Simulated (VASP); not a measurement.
# Ba (I4/mcm) in VASP: a series of runs

Ba is run at these levels: PBEsol; tasks: single point.

Everything below comes from runs of VASP 6.6.1. Logs are shortened: lines on timing, memory, paths and dates and some standing lists are left out, and cuts for length are marked.

### 1 The cell of the first run

It takes space group I4/mcm (No. 140, tetragonal). The conventional cell has a = 8.262 Å, b = 8.262 Å, c = 7.674 Å, α = 90.00°, β = 90.00°, γ = 90.00°. Within 5.5 Å of Ba (site symmetry m2m) lie 11 Ba at 4.15 to 4.87 Å.

### 2 Single point, PBEsol

File INCAR:

```
SYSTEM = Ba
PREC = Accurate ; ENCUT = 520
EDIFF = 1E-6 ; ISMEAR = 1
SIGMA = 0.1 ; LREAL = .False.
LASPH = .True. ; NELM = 100
ALGO = Normal ; ISIF = 2
LWAVE = .False. ; LCHARG = .False.
GGA = PS ; NBANDS = 28
```

File KPOINTS:

```
regular mesh
0
Gamma
  4 4 4
  0 0 0
```

File POSCAR:

```
Ba
1.0
   -4.1311947500      4.1311947500      3.8367706500
    4.1311947500     -4.1311947500      3.8367706500
    4.1311947500      4.1311947500     -3.8367706500
Ba
4
Direct
    0.8181421100      0.6818578900      0.5000000000
    0.1818578900      0.3181421100      0.5000000000
    0.3181421100      0.8181421100      0.1362842200
    0.6818578900      0.1818578900      0.8637157800
```

Potentials or basis: VASP PAW PBE potentials, release 64 (Ba_sv).

On the command line:

```bash
$ cat potpaw_PBE.64/Ba_sv/POTCAR > POTCAR
$ mpirun -np 1 vasp_std > vasp.out
```

OUTCAR:

```text
SYSTEM = Ba
   PREC = Accurate
   ENCUT = 520
   EDIFF = 1E-6
   ISMEAR = 1
   LREAL = .False.
   LASPH = .True.
   NELM = 100
   ISIF = 2
   GGA = PS

 ion  position               nearest neighbor table
   1  0.818  0.682  0.500-   2 4.15   2 4.15   2 4.25   4 4.28   3 4.28   3 4.28   4 4.28
   2  0.182  0.318  0.500-   1 4.15   1 4.15   1 4.25   4 4.28   3 4.28   3 4.28   4 4.28
   3  0.318  0.818  0.136-   4 4.15   4 4.15   4 4.25   1 4.28   2 4.28   1 4.28   2 4.28
   4  0.682  0.182  0.864-   3 4.15   3 4.15   3 4.25   1 4.28   2 4.28   1 4.28   2 4.28

  LATTYP: Found a body centered tetragonal cell.
 ALAT       =     8.2623895000
 C/A-ratio  =     0.9287314886

  Lattice vectors:

 A1 = (  -4.1311947500,   4.1311947500,   3.8367706500)
 A2 = (   4.1311947500,  -4.1311947500,   3.8367706500)
 A3 = (   4.1311947500,   4.1311947500,  -3.8367706500)

Analysis of symmetry for initial positions (statically):
=====================================================================
 Subroutine PRICEL returns:
 Original cell was already a primitive cell.

 Routine SETGRP: Setting up the symmetry group for a
 body centered tetragonal supercell.

 Subroutine GETGRP returns: Found 16 space group operations
 (whereof  8 operations were pure point group operations)
 out of a pool of 16 trial point group operations.

The static configuration has the point symmetry C_4h.
 The point group associated with its full space group is D_4h.

Analysis of symmetry for dynamics (positions and initial velocities):
=====================================================================
 Subroutine PRICEL returns:
 Original cell was already a primitive cell.

 Routine SETGRP: Setting up the symmetry group for a
 body centered tetragonal supercell.

 Subroutine GETGRP returns: Found 16 space group operations
 (whereof  8 operations were pure point group operations)
 out of a pool of 16 trial point group operations.

The dynamic configuration has the point symmetry C_4h.
 The point group associated with its full space group is D_4h.

 Subroutine INISYM returns: Found 16 space group operations
 (whereof  8 operations are pure point group operations),
 and found     1 'primitive' translations

----------------------------------------------------------------------------------------

                                     Primitive cell

  volume of cell :     261.9251

  direct lattice vectors                    reciprocal lattice vectors
    -4.131194750  4.131194750  3.836770650     0.000000000  0.121030363  0.130317928
     4.131194750 -4.131194750  3.836770650     0.121030363  0.000000000  0.130317928
     4.131194750  4.131194750 -3.836770650     0.121030363  0.121030363  0.000000000

  length of vectors
     6.989588625  6.989588625  6.989588625     0.177851373  0.177851373  0.171162781

  position of ions in fractional coordinates (direct lattice)
     0.818142110  0.681857890  0.500000000
     0.181857890  0.318142110  0.500000000
     0.318142110  0.818142110  0.136284220
     0.681857890  0.181857890  0.863715780

  ion indices of the primitive-cell ions
   primitive index   ion index
                 1           1
                 2           2
                 3           3
                 4           4

----------------------------------------------------------------------------------------

 KPOINTS: regular mesh

Automatic generation of k-mesh.
 Grid dimensions read from file:
 generate k-points for:    4    4    4

 Generating k-lattice:

  Cartesian coordinates                     Fractional coordinates (reciprocal lattice)
     0.000000000  0.030257591  0.032579482     0.250000000  0.000000000  0.000000000
     0.030257591  0.000000000  0.032579482     0.000000000  0.250000000  0.000000000
     0.030257591  0.030257591  0.000000000     0.000000000  0.000000000  0.250000000

  Length of vectors
     0.044462843  0.044462843  0.042790695

  Shift w.r.t. Gamma in fractional coordinates (k-lattice)
     0.000000000  0.000000000  0.000000000

 Subroutine IBZKPT returns following result:
 ===========================================

 Found     13 irreducible k-points:

 Following reciprocal coordinates:
            Coordinates               Weight
  0.000000  0.000000  0.000000      1.000000
  0.250000  0.000000  0.000000      8.000000
  0.500000  0.000000  0.000000      4.000000
  0.250000  0.250000  0.000000      8.000000
  0.500000  0.250000 -0.000000     16.000000
 -0.250000  0.250000  0.000000      4.000000
  0.500000  0.500000  0.000000      2.000000
  0.250000  0.250000  0.250000      2.000000
 -0.250000  0.250000  0.250000      4.000000
  0.500000  0.500000  0.250000      4.000000
 -0.250000  0.500000  0.250000      8.000000
 -0.250000 -0.250000  0.250000      2.000000
  0.500000  0.500000  0.500000      1.000000
   k-points           NKPTS =     13   k-points in BZ     NKDIM =     13   number of bands    NBANDS=     28
   number of dos      NEDOS =    301   number of ions     NIONS =      4
   total plane-waves  NPLWV = 157464
   dimension x,y,z NGX =    54 NGY =   54 NGZ =   54
   dimension x,y,z NGXF=   108 NGYF=  108 NGZF=  108
   ions per type =               4
   NGX,Y,Z   is equivalent  to a cutoff of  12.84, 12.84, 12.84 a.u.
   NGXF,Y,Z  is equivalent  to a cutoff of  25.69, 25.69, 25.69 a.u.
 SYSTEM =  Ba
   PREC   = accura    normal or accurate (medium, high low for compatibility)
   ISTART =      0    job   : 0-new  1-cont  2-samecut
   ICHARG =      2    charge: 1-file 2-atom 10-const
   ISPIN  =      1    spin polarized calculation?
   LNONCOLLINEAR =      F non collinear calculations
   LSORBIT =      F    spin-orbit coupling
   LASPH  =      T    aspherical Exc in radial PAW
   ENCUT  =  520.0 eV  38.22 Ry    6.18 a.u.  13.00 13.00 13.00*2*pi/ulx,y,z
   NELM   =    100;   NELMIN=  2; NELMDL= -5     # of ELM steps
   EDIFF  = 0.1E-05   stopping-criterion for ELM
   LREAL  =      F    real-space projection
   EDIFFG = 0.1E-04   stopping-criterion for IOM
   NSW    =      0    number of steps for IOM
   IBRION =     -1    ionic relax: 0-MD 1-quasi-New 2-CG
   NFREE  =      0    steps in history (QN), initial steepest desc. (CG)
   ISIF   =      2    stress and relaxation
   ISYM   =      2    0-nonsym 1-usesym 2-fastsym
   POTIM  = 0.5000    time-step for ionic-motion
   TEBEG  =    0.0;   TEEND  =   0.0 temperature during run
   PSTRESS=    0.0 pullay stress
   NELECT =      40.0000    total number of electrons
   NUPDOWN=      -1.0000    fix difference up-down
   EMIN   =  10.00;   EMAX   =-10.00  energy-range for DOS
   EFERMI =   0.00;   METHOD = LEGACY
   ISMEAR =     1;   SIGMA  =   0.10  broadening in eV -4-tet -1-fermi 0-gaus
   EFERMI_NEDOS =   21; number of points for ismear=-14 and -15
   IALGO  =     38    algorithm
   IMIX   =      4    mixing-type and parameters
     AMIX     =   0.40;   BMIX     =  1.00
     AMIX_MAG =   1.60;   BMIX_MAG =  1.00
  volume/ion in A,a.u.               =      65.48       441.89
  Fermi-wavevector in a.u.,A,eV,Ry     =   0.875056  1.653616 10.418290  0.765723
  Thomas-Fermi vector in A             =   1.994673
   LORBIT       =      0    0 simple, 1 ext, 2 COOP (PROOUT), +10 PAW based schemes
   GGA     = PS    functional components
   LHFCALC =     F    Hartree Fock is set to
   AEXX    =    0.0000 exact exchange contribution
   IVDW    =     0    specifies the selected vdW correction
   LEPSILON=     F    determine dielectric tensor
   LRPA    =     F    only Hartree local field effects (RPA)
 non-spin polarized calculation
 Methfessel and Paxton  Order N= 1 SIGMA  =   0.10
  energy-cutoff  :      520.00
  volume of cell :      261.93
 maximum number of plane-waves:      7098
 NGX is ok and might be reduce to    54
   NGX = 25   NGY = 25   NGZ = 25

 number of electron      40.0000001 magnetization

 Free energy of the ion-electron system (eV)
  ---------------------------------------------------
  ext. energy  EPLUGINS =         0.00000000
  ---------------------------------------------------
  free energy    TOTEN  =        -7.96423827 eV

  energy without entropy =       -7.96819444  energy(sigma->0) =       -7.96555700

 E-fermi :   1.4162     XC(G=0):  -7.3604

 val. band max:        1.4037059556   @ k =   0.5000   0.5000   0.0000
 cond. band min:       1.4289916753   @ k =   0.5000   0.5000   0.0000
 fundamental gap:      0.0252857197
 Fermi energy:         1.4162097890

 k-point     1 :       0.0000    0.0000    0.0000
  band No.  band energies     occupation
      1     -27.6132      2.00000
      2     -27.5595      2.00000
      3     -27.5411      2.00000
      4     -27.5411      2.00000
      5     -13.0047      2.00000
      6     -12.9031      2.00000
[... 20 lines left out ...]
     27       2.8743     -0.00000
     28       2.9689     -0.00000

 k-point     2 :       0.2500    0.0000    0.0000
  band No.  band energies     occupation
      1     -27.6022      2.00000
      2     -27.5592      2.00000
      3     -27.5494      2.00000
      4     -27.5444      2.00000
      5     -13.0107      2.00000
      6     -12.9519      2.00000
[... 20 lines left out ...]
     27       2.7816     -0.00000
     28       2.8988     -0.00000

 k-point     3 :       0.5000    0.0000    0.0000
  band No.  band energies     occupation
      1     -27.5768      2.00000
      2     -27.5768      2.00000
      3     -27.5509      2.00000
      4     -27.5509      2.00000
      5     -12.9976      2.00000
      6     -12.9976      2.00000
[... 20 lines left out ...]
     27       2.6081     -0.00000
     28       2.6081     -0.00000

 k-point     4 :       0.2500    0.2500    0.0000
  band No.  band energies     occupation
      1     -27.5841      2.00000
      2     -27.5646      2.00000
      3     -27.5577      2.00000
      4     -27.5490      2.00000
      5     -13.0186      2.00000
      6     -12.9058      2.00000
[... 20 lines left out ...]
     27       2.6909     -0.00000
     28       3.0063     -0.00000

 k-point     5 :       0.5000    0.2500   -0.0000
  band No.  band energies     occupation
      1     -27.5864      2.00000
      2     -27.5668      2.00000
      3     -27.5589      2.00000
      4     -27.5432      2.00000
      5     -12.9716      2.00000
      6     -12.9322      2.00000
[... 20 lines left out ...]
     27       2.7201     -0.00000
     28       2.9823     -0.00000

 k-point     6 :      -0.2500    0.2500    0.0000
  band No.  band energies     occupation
      1     -27.6032      2.00000
      2     -27.5645      2.00000
      3     -27.5462      2.00000
      4     -27.5412      2.00000
      5     -12.9691      2.00000
      6     -12.9188      2.00000
[... 20 lines left out ...]
     27       2.8417     -0.00000
     28       2.9244     -0.00000

 k-point     7 :       0.5000    0.5000    0.0000
  band No.  band energies     occupation
      1     -27.5868      2.00000
      2     -27.5742      2.00000
      3     -27.5530      2.00000
      4     -27.5413      2.00000
      5     -12.9333      2.00000
      6     -12.9047      2.00000
[... 20 lines left out ...]
     27       2.8816     -0.00000
     28       3.0047     -0.00000

 k-point     8 :       0.2500    0.2500    0.2500
  band No.  band energies     occupation
      1     -27.5700      2.00000
      2     -27.5700      2.00000
      3     -27.5578      2.00000
      4     -27.5578      2.00000
      5     -12.9058      2.00000
      6     -12.9058      2.00000
[... 20 lines left out ...]
     27       2.8188     -0.00000
     28       2.8188     -0.00000

 k-point     9 :      -0.2500    0.2500    0.2500
  band No.  band energies     occupation
      1     -27.5949      2.00000
      2     -27.5682      2.00000
      3     -27.5553      2.00000
      4     -27.5369      2.00000
      5     -12.9824      2.00000
      6     -12.9676      2.00000
[... 20 lines left out ...]
     27       3.0048     -0.00000
     28       3.1686     -0.00000

 k-point    10 :       0.5000    0.5000    0.2500
  band No.  band energies     occupation
      1     -27.5813      2.00000
      2     -27.5741      2.00000
      3     -27.5639      2.00000
      4     -27.5360      2.00000
      5     -12.9929      2.00000
      6     -12.9887      2.00000
[... 20 lines left out ...]
     27       2.8630     -0.00000
     28       2.9333     -0.00000

 k-point    11 :      -0.2500    0.5000    0.2500
  band No.  band energies     occupation
      1     -27.5756      2.00000
      2     -27.5749      2.00000
      3     -27.5658      2.00000
      4     -27.5389      2.00000
      5     -13.0398      2.00000
      6     -12.9462      2.00000
[... 20 lines left out ...]
     27       2.8950     -0.00000
     28       3.0084     -0.00000

 k-point    12 :      -0.2500   -0.2500    0.2500
  band No.  band energies     occupation
      1     -27.5928      2.00000
      2     -27.5576      2.00000
      3     -27.5576      2.00000
      4     -27.5473      2.00000
      5     -13.0598      2.00000
      6     -12.9028      2.00000
[... 20 lines left out ...]
     27       3.1951     -0.00000
     28       3.2539     -0.00000

 k-point    13 :       0.5000    0.5000    0.5000
  band No.  band energies     occupation
      1     -27.5740      2.00000
      2     -27.5740      2.00000
      3     -27.5722      2.00000
      4     -27.5350      2.00000
      5     -13.0303      2.00000
      6     -13.0234      2.00000
[... 20 lines left out ...]
     27       2.7674     -0.00000
     28       2.9190     -0.00000

------------------------ aborting loop because EDIFF is reached ----------------------------------------

  FORCE on cell =-STRESS in cart. coord.  units (eV):
  Direction    XX          YY          ZZ          XY          YZ          ZX
  --------------------------------------------------------------------------------------
  -------------------------------------------------------------------------------------
  Total       -0.8940590     -0.8940590     -1.4484582      0.0000000      0.0000000      0.0000000
  in kB       -5.4688954     -5.4688954     -8.8601155      0.0000000      0.0000000      0.0000000
  external PRESSURE =      -6.5993021 kB  Pullay stress =       0.0000000 kB

 VOLUME and BASIS-vectors are now :
 -----------------------------------------------------------------------------
  energy-cutoff  :      520.00
  volume of cell :      261.93
      direct lattice vectors                 reciprocal lattice vectors
    -4.131194750  4.131194750  3.836770650     0.000000000  0.121030363  0.130317928
     4.131194750 -4.131194750  3.836770650     0.121030363  0.000000000  0.130317928
     4.131194750  4.131194750 -3.836770650     0.121030363  0.121030363  0.000000000

 POSITION                                       TOTAL-FORCE (eV/Angst)
 -----------------------------------------------------------------------------------
      1.50258      2.62861      3.83677        -0.087367      0.087367     -0.000000
      2.62861      1.50258      0.00000         0.087367     -0.087367     -0.000000
      2.62861     -1.50258      3.83677         0.087367      0.087367     -0.000000
      1.50258      5.63378      0.00000        -0.087367     -0.087367      0.000000
 -----------------------------------------------------------------------------------
    total drift:                                0.000000      0.000000      0.000000

  FREE ENERGIE OF THE ION-ELECTRON SYSTEM (eV)
  ---------------------------------------------------
  free  energy   TOTEN  =        -7.9642382724 eV

  energy  without entropy=       -7.9681944404  energy(sigma->0) =       -7.96555700
```

Wall time 2.3 min (1 thread of AMD EPYC 7R43 (Zen 3), shared host); peak memory 0.35 GiB.

Results:

| Quantity | Value |
| --- | --- |
| Free energy | -7.9642 eV |
| Pressure | -0.7 GPa |
| Largest force | 0.124 eV/Å |
| Band gap on the k mesh | zero (bands 20 and 21 overlap by 0.22 eV) |

Forces on the atoms (eV/Å):
```
Ba  -0.087  0.087  0.000
Ba   0.087 -0.087  0.000
Ba   0.087  0.087  0.000
Ba  -0.087 -0.087  0.000
```

Stress tensor (GPa, compression positive):
```
-0.55  0.00  0.00
 0.00 -0.55  0.00
 0.00  0.00 -0.89
```

Caveat: the PAW data sets were made with another functional, which shifts forces and pressure a little; spin-orbit coupling is left out, which moves the levels of the heavy elements.

### 3 Single point, PBEsol

File INCAR:

```
ALGO = Normal
EDIFF = 1E-6
ENCUT = 520
GGA = PS
ISIF = 2
ISMEAR = 1
LASPH = T
LCHARG = F
LREAL = F
LWAVE = F
NBANDS = 28
NELM = 80
PREC = Accurate
SIGMA = 0.05
```

File KPOINTS:

```
k-points
0
Gamma
  4 4 4
```

POSCAR is that of step 2.

Potentials or basis: VASP PAW PBE potentials, release 64 (Ba_sv).

On the command line:

```bash
$ cat potpaw_PBE.64/Ba_sv/POTCAR > POTCAR
$ mpirun -np 1 vasp_std > vasp.out
```

Run time: 2.5 min. Hardware: 1 thread of AMD EPYC 7R43 (Zen 3), shared host; peak memory 0.36 GiB.

It converged, with:

```
Free energy            : -7.9640 eV
Pressure               : -0.7 GPa
Largest force          : 0.119 eV/Å
Band gap on the k mesh : zero (bands 20 and 21 overlap by 0.22 eV)
```

Forces on the atoms (eV/Å):
```
Ba  -0.084  0.084  0.000
Ba   0.084 -0.084  0.000
Ba   0.084  0.084  0.000
Ba  -0.084 -0.084  0.000
```

Stress tensor (GPa, compression positive):
```
-0.55  0.00  0.00
 0.00 -0.55  0.00
 0.00  0.00 -0.89
```

Levels at points of the mesh, in eV from the Fermi level:
| k point | band 16 | band 17 | band 18 | band 19 | band 20 | band 21 | band 22 | band 23 | band 24 | band 25 |
| --- | --- | --- | --- | --- | --- | --- | --- | --- | --- | --- |
| (0.00, 0.00, 0.00) | -13.92 | -2.72 | -0.47 | -0.45 | -0.22 | 0.24 | 0.24 | 0.88 | 0.99 | 1.32 |
| (0.50, 0.00, 0.00) | -13.96 | -1.20 | -1.20 | -0.50 | -0.50 | 0.21 | 0.21 | 0.91 | 0.91 | 1.11 |
| (0.50, 0.50, 0.00) | -13.92 | -1.49 | -1.07 | 0.00 | 0.02 | 0.03 | 0.10 | 0.16 | 1.04 | 1.06 |
| (0.50, 0.50, 0.50) | -13.92 | -0.99 | -0.83 | -0.83 | 0.19 | 0.32 | 0.53 | 0.53 | 0.81 | 0.92 |

Caveat: the PAW data sets were made with another functional, which shifts forces and pressure a little; spin-orbit coupling is left out, which moves the levels of the heavy elements.
